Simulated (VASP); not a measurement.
# AlN (P1) in VASP: single point with PBE

Aim: the single point of AlN with PBE.

All numbers are computed with VASP 6.6.1; they aren't measurements. Logs are shortened: lines on timing, memory, paths and dates and some standing lists are left out, and cuts for length are marked.

## (1) The cell of the first run

The typed cell holds 16 atoms: a = 6.238 Å, b = 6.238 Å, c = 6.238 Å, α = 60.00°, β = 60.00°, γ = 60.00°.

## (2) Single point, PBE

The input, INCAR:

```
PREC = Accurate
ENCUT = 520
EDIFF = 1E-7
ISMEAR = -1
SIGMA = 0.052
LREAL = Auto
LASPH = T
NELM = 60
ALGO = Normal
ISIF = 2
LWAVE = F
LCHARG = F
GGA = PE
NBANDS = 46
```

The input, KPOINTS:

```
Automatic mesh
0
Gamma
  4 4 4
```

The input, POSCAR:

```
AlN
1.0
    0.0000000000      4.4109730000      4.4109730000
    4.4109730000      0.0000000000      4.4109730000
    4.4109730000      4.4109730000      0.0000000000
Al N
8 8
Direct
   -0.0266493356      0.0098872743      0.0216699354
    0.0212588016     -0.0153662242      0.4940538063
    0.0241062459      0.5000103152     -0.0275299803
   -0.0209161335      0.5117572699      0.5102972745
    0.5073185667     -0.0156123150      0.0007994835
    0.4850704142     -0.0028128714      0.5190620074
    0.4738921549      0.5104484883      0.0075927692
    0.5207115301      0.4929265040      0.4852109727
    0.1305979429      0.1109882105      0.1373574493
    0.0941864754      0.1378750221      0.6489373206
    0.1057585254      0.6361741502      0.1370763321
    0.1590630911      0.6106496231      0.6269884218
    0.5825792858      0.1378898715      0.1456808963
    0.6451493809      0.1160239476      0.6296255951
    0.6420044965      0.6110102012      0.1014557332
    0.6165649846      0.6126234507      0.6272429008
```

Potentials or basis: VASP PAW PBE potentials, release 64 (Al, N).

The run is started by

```sh
> cat potpaw_PBE.64/Al/POTCAR potpaw_PBE.64/N/POTCAR > POTCAR
> mpirun -np 1 vasp_std > vasp.out
```

OUTCAR:

```text
PREC = Accurate
   ENCUT = 520
   EDIFF = 1E-7
   ISMEAR = -1
   LREAL = Auto
   LASPH = T
   NELM = 60
   ISIF = 2
   GGA = PE

 ion  position               nearest neighbor table
   1  0.973  0.010  0.022-  10 1.90  11 1.90   9 1.91  13 1.99   2 3.03   5 3.06   6 3.08   4 3.08
                             3 3.08   7 3.12   7 3.12   4 3.16   6 3.16   3 3.19   5 3.19   2 3.23
   2  0.021  0.985  0.494-   9 1.82  12 1.91  14 1.92  10 1.96   3 3.00   6 3.02   1 3.03   4 3.04
                             5 3.05   8 3.09   8 3.15   5 3.18   4 3.21   1 3.23   6 3.23   3 3.23
   3  0.024  0.500  0.972-  12 1.76  15 1.95  11 1.97   9 1.99   7 2.96   4 3.00   2 3.00   8 3.07
                             1 3.08   5 3.12   5 3.13   8 3.17   1 3.19   2 3.23   4 3.26   7 3.30
   4  0.979  0.512  0.510-  16 1.85  11 1.90  10 1.91  12 2.03   3 3.00   8 3.00   2 3.04   6 3.06
                             1 3.08   7 3.11   7 3.13   1 3.16   6 3.18   2 3.21   8 3.25   3 3.26
   5  0.507  0.984  0.001-  14 1.89  15 1.91   9 1.92  13 1.92   6 3.04   7 3.04   8 3.04   2 3.05
                             1 3.06   3 3.12   3 3.13   2 3.18   1 3.19   8 3.20   7 3.20   6 3.21
   6  0.485  0.997  0.519-  13 1.91  16 1.96  14 1.99  10 1.99   2 3.02   5 3.04   7 3.04   4 3.06
                             1 3.08   8 3.11   8 3.15   1 3.16   4 3.18   7 3.20   5 3.21   2 3.23
   7  0.474  0.510  0.008-  15 1.86  11 1.88  13 1.90  16 1.94   3 2.96   6 3.04   5 3.04   8 3.08
                             4 3.11   1 3.12   1 3.12   4 3.13   8 3.18   6 3.20   5 3.20   3 3.30
   8  0.521  0.493  0.485-  16 1.83  12 1.85  14 1.92  15 1.96   4 3.00   5 3.04   3 3.07   7 3.08
                             2 3.09   6 3.11   2 3.15   6 3.15   3 3.17   7 3.18   5 3.20   4 3.25
   9  0.131  0.111  0.137-   2 1.82   1 1.91   5 1.92   3 1.99
  10  0.094  0.138  0.649-   1 1.90   4 1.91   2 1.96   6 1.99
  11  0.106  0.636  0.137-   7 1.88   4 1.90   1 1.90   3 1.97
  12  0.159  0.611  0.627-   3 1.76   8 1.85   2 1.91   4 2.03
  13  0.583  0.138  0.146-   7 1.90   6 1.91   5 1.92   1 1.99
  14  0.645  0.116  0.630-   5 1.89   2 1.92   8 1.92   6 1.99
  15  0.642  0.611  0.101-   7 1.86   5 1.91   3 1.95   8 1.96
  16  0.617  0.613  0.627-   8 1.83   4 1.85   7 1.94   6 1.96

  LATTYP: Found a face centered cubic cell.
 ALAT       =     8.8219460000

  Lattice vectors:

 A1 = (   0.0000000000,   4.4109730000,   4.4109730000)
 A2 = (   4.4109730000,   0.0000000000,   4.4109730000)
 A3 = (   4.4109730000,   4.4109730000,   0.0000000000)

Analysis of symmetry for initial positions (statically):
=====================================================================
 Subroutine PRICEL returns:
 Original cell was already a primitive cell.

 Routine SETGRP: Setting up the symmetry group for a
 face centered cubic supercell.

 Subroutine GETGRP returns: Found  1 space group operations
 (whereof  1 operations were pure point group operations)
 out of a pool of 48 trial point group operations.

The static configuration has the point symmetry C_1 .

Analysis of symmetry for dynamics (positions and initial velocities):
=====================================================================
 Subroutine PRICEL returns:
 Original cell was already a primitive cell.

 Routine SETGRP: Setting up the symmetry group for a
 face centered cubic supercell.

 Subroutine GETGRP returns: Found  1 space group operations
 (whereof  1 operations were pure point group operations)
 out of a pool of 48 trial point group operations.

The dynamic configuration has the point symmetry C_1 .

 Subroutine INISYM returns: Found  1 space group operations
 (whereof  1 operations are pure point group operations),
 and found     1 'primitive' translations

----------------------------------------------------------------------------------------

                                     Primitive cell

  volume of cell :     171.6458

  direct lattice vectors                    reciprocal lattice vectors
     0.000000000  4.410973000  4.410973000    -0.113353675  0.113353675  0.113353675
     4.410973000  0.000000000  4.410973000     0.113353675 -0.113353675  0.113353675
     4.410973000  4.410973000  0.000000000     0.113353675  0.113353675 -0.113353675

  length of vectors
     6.238057840  6.238057840  6.238057840     0.196334324  0.196334324  0.196334324

  position of ions in fractional coordinates (direct lattice)
     0.973350664  0.009887274  0.021669935
     0.021258802  0.984633776  0.494053806
     0.024106246  0.500010315  0.972470020
     0.979083866  0.511757270  0.510297274
     0.507318567  0.984387685  0.000799484
     0.485070414  0.997187129  0.519062007
[... 8 lines left out ...]
     0.642004497  0.611010201  0.101455733
     0.616564985  0.612623451  0.627242901

  ion indices of the primitive-cell ions
   primitive index   ion index
                 1           1
                 2           2
                 3           3
                 4           4
                 5           5
                 6           6
[... 8 lines left out ...]
                15          15
                16          16

----------------------------------------------------------------------------------------

 KPOINTS: Automatic mesh

Automatic generation of k-mesh.
 Grid dimensions read from file:
 generate k-points for:    4    4    4

 Generating k-lattice:

  Cartesian coordinates                     Fractional coordinates (reciprocal lattice)
    -0.028338419  0.028338419  0.028338419     0.250000000  0.000000000  0.000000000
     0.028338419 -0.028338419  0.028338419     0.000000000  0.250000000  0.000000000
     0.028338419  0.028338419 -0.028338419     0.000000000  0.000000000  0.250000000

  Length of vectors
     0.049083581  0.049083581  0.049083581

  Shift w.r.t. Gamma in fractional coordinates (k-lattice)
     0.000000000  0.000000000  0.000000000

 Subroutine IBZKPT returns following result:
 ===========================================

 Found     36 irreducible k-points:

 Following reciprocal coordinates:
            Coordinates               Weight
  0.000000  0.000000  0.000000      1.000000
  0.250000  0.000000  0.000000      2.000000
  0.000000  0.250000  0.000000      2.000000
  0.000000  0.000000  0.250000      2.000000
  0.250000  0.250000  0.250000      2.000000
  0.500000  0.000000  0.000000      1.000000
[... 16 lines left out ...]
  0.250000  0.500000  0.500000      2.000000
  0.500000  0.000000  0.250000      2.000000
 [... further k-points ...]
   k-points           NKPTS =     36   k-points in BZ     NKDIM =     36   number of bands    NBANDS=     46
   number of dos      NEDOS =    301   number of ions     NIONS =     16
   total plane-waves  NPLWV = 110592
   dimension x,y,z NGX =    48 NGY =   48 NGZ =   48
   dimension x,y,z NGXF=    96 NGYF=   96 NGZF=   96
   ions per type =               8   8
   NGX,Y,Z   is equivalent  to a cutoff of  12.79, 12.79, 12.79 a.u.
   NGXF,Y,Z  is equivalent  to a cutoff of  25.58, 25.58, 25.58 a.u.
 SYSTEM =  unknown system
   PREC   = accura    normal or accurate (medium, high low for compatibility)
   ISTART =      0    job   : 0-new  1-cont  2-samecut
   ICHARG =      2    charge: 1-file 2-atom 10-const
   ISPIN  =      1    spin polarized calculation?
   LNONCOLLINEAR =      F non collinear calculations
   LSORBIT =      F    spin-orbit coupling
   LASPH  =      T    aspherical Exc in radial PAW
   ENCUT  =  520.0 eV  38.22 Ry    6.18 a.u.  11.60 11.60 11.60*2*pi/ulx,y,z
   NELM   =     60;   NELMIN=  2; NELMDL= -5     # of ELM steps
   EDIFF  = 0.1E-06   stopping-criterion for ELM
   LREAL  =      T    real-space projection
   EDIFFG = 0.1E-05   stopping-criterion for IOM
   NSW    =      0    number of steps for IOM
   IBRION =     -1    ionic relax: 0-MD 1-quasi-New 2-CG
   NFREE  =      0    steps in history (QN), initial steepest desc. (CG)
   ISIF   =      2    stress and relaxation
   ISYM   =      2    0-nonsym 1-usesym 2-fastsym
   POTIM  = 0.5000    time-step for ionic-motion
   TEBEG  =    0.0;   TEEND  =   0.0 temperature during run
   PSTRESS=    0.0 pullay stress
   NELECT =      64.0000    total number of electrons
   NUPDOWN=      -1.0000    fix difference up-down
   EMIN   =  10.00;   EMAX   =-10.00  energy-range for DOS
   EFERMI =   0.00;   METHOD = LEGACY
   ISMEAR =    -1;   SIGMA  =   0.05  broadening in eV -4-tet -1-fermi 0-gaus
   EFERMI_NEDOS =   21; number of points for ismear=-14 and -15
   IALGO  =     38    algorithm
   IMIX   =      4    mixing-type and parameters
     AMIX     =   0.40;   BMIX     =  1.00
     AMIX_MAG =   1.60;   BMIX_MAG =  1.00
  volume/ion in A,a.u.               =      10.73        72.40
  Fermi-wavevector in a.u.,A,eV,Ry     =   1.178303  2.226670 18.890310  1.388399
  Thomas-Fermi vector in A             =   2.314635
   LORBIT       =      0    0 simple, 1 ext, 2 COOP (PROOUT), +10 PAW based schemes
   GGA     = PE    functional components
   LHFCALC =     F    Hartree Fock is set to
   AEXX    =    0.0000 exact exchange contribution
   IVDW    =     0    specifies the selected vdW correction
   LEPSILON=     F    determine dielectric tensor
   LRPA    =     F    only Hartree local field effects (RPA)
 non-spin polarized calculation
  energy-cutoff  :      520.00
  volume of cell :      171.65
 maximum number of plane-waves:      4656
 NGX is ok and might be reduce to    48
   NGX = 23   NGY = 23   NGZ = 23

 number of electron      64.0000001 magnetization

 Free energy of the ion-electron system (eV)
  ---------------------------------------------------
  ext. energy  EPLUGINS =         0.00000000
  ---------------------------------------------------
  free energy    TOTEN  =      -117.55375721 eV

  energy without entropy =     -117.55375721  energy(sigma->0) =     -117.55375721

 E-fermi :   7.0798     XC(G=0): -10.8153

 val. band max:        6.0002460247   @ k =   0.0000   0.0000   0.0000
 cond. band min:       8.8601151198   @ k =   0.0000   0.0000   0.0000
 fundamental gap:      2.8598690950
 Fermi energy:         7.0797987439

 k-point     1 :       0.0000    0.0000    0.0000
  band No.  band energies     occupation
      1      -9.1430      2.00000
      2      -7.3471      2.00000
      3      -7.2675      2.00000
      4      -7.0869      2.00000
      5      -7.0192      2.00000
      6      -6.5585      2.00000
[... 1117 lines left out ...]
     43      14.9138      0.00000
     44      15.3417      0.00000

 [... further k-points ...]

 [bands above 44 left out]

------------------------ aborting loop because EDIFF is reached ----------------------------------------

  FORCE on cell =-STRESS in cart. coord.  units (eV):
  Direction    XX          YY          ZZ          XY          YZ          ZX
  --------------------------------------------------------------------------------------
  -------------------------------------------------------------------------------------
  Total       -2.0365307     -0.0650874      0.4053128      1.5800792     -0.4209886     -1.5012209
  in kB      -19.0093971     -0.6075390      3.7832732     14.7487846     -3.9295943    -14.0127051
  external PRESSURE =      -5.2778876 kB  Pullay stress =       0.0000000 kB

 VOLUME and BASIS-vectors are now :
 -----------------------------------------------------------------------------
  energy-cutoff  :      520.00
  volume of cell :      171.65
      direct lattice vectors                 reciprocal lattice vectors
     0.000000000  4.410973000  4.410973000    -0.113353675  0.113353675  0.113353675
     4.410973000  0.000000000  4.410973000     0.113353675 -0.113353675  0.113353675
     4.410973000  4.410973000  0.000000000     0.113353675  0.113353675 -0.113353675

 POSITION                                       TOTAL-FORCE (eV/Angst)
 -----------------------------------------------------------------------------------
      0.13920      4.38901      4.33704        -0.111319     -0.527353      0.010651
      6.52245      2.27303      4.43696         1.957165      0.404877     -0.185268
      6.49507      4.39587      2.31186         1.913672      1.687934     -2.216458
      4.50825      6.56962      6.57606        -0.965163      1.069580      0.238393
      4.34563      2.24130      6.57988         0.550457     -0.145121      0.409761
      6.68813      4.42920      6.53820         0.435979     -0.376770      0.198724
[... 8 lines left out ...]
      3.14267      3.27938      5.52701         1.014021      0.651634      0.266486
      5.46902      5.48640      5.42192         1.902828      0.046183      1.117795
 -----------------------------------------------------------------------------------
    total drift:                               -0.006184      0.000076     -0.005344

  FREE ENERGIE OF THE ION-ELECTRON SYSTEM (eV)
  ---------------------------------------------------
  free  energy   TOTEN  =      -117.5537572076 eV

  energy  without entropy=     -117.5537572075  energy(sigma->0) =     -117.55375721
```

It took 3.7 min on 1 thread of Intel Xeon 6975P-C (Granite Rapids), shared host; peak memory 0.4 GiB.

What came out:

```
Free energy            : -117.5538 eV
Pressure               : -0.5 GPa
Largest force          : 3.380 eV/Å
Band gap on the k mesh : 2.86 eV
```

Forces on the atoms (eV/Å):
```
Al  -0.111 -0.527  0.011
Al   1.957  0.405 -0.185
Al   1.914  1.688 -2.216
Al  -0.965  1.070  0.238
Al   0.550 -0.145  0.410
Al   0.436 -0.377  0.199
Al  -0.942  0.390 -0.060
Al  -1.205  0.160 -0.387
N   -0.561 -1.216  0.854
N   -1.172  0.787  0.549
N   -0.278 -0.407 -0.170
N   -0.819 -2.692 -0.058
N   -0.948  1.152  0.405
N   -0.772 -0.985 -0.972
N    1.014  0.652  0.266
N    1.903  0.046  1.118
```

Caveat: the atoms stand as in a frame of molecular dynamics; the structure was generated, so it needn't be the stable form of AlN; forces of over 1 eV/Å act on the atoms, so gaps and moduli don't describe the material at rest.
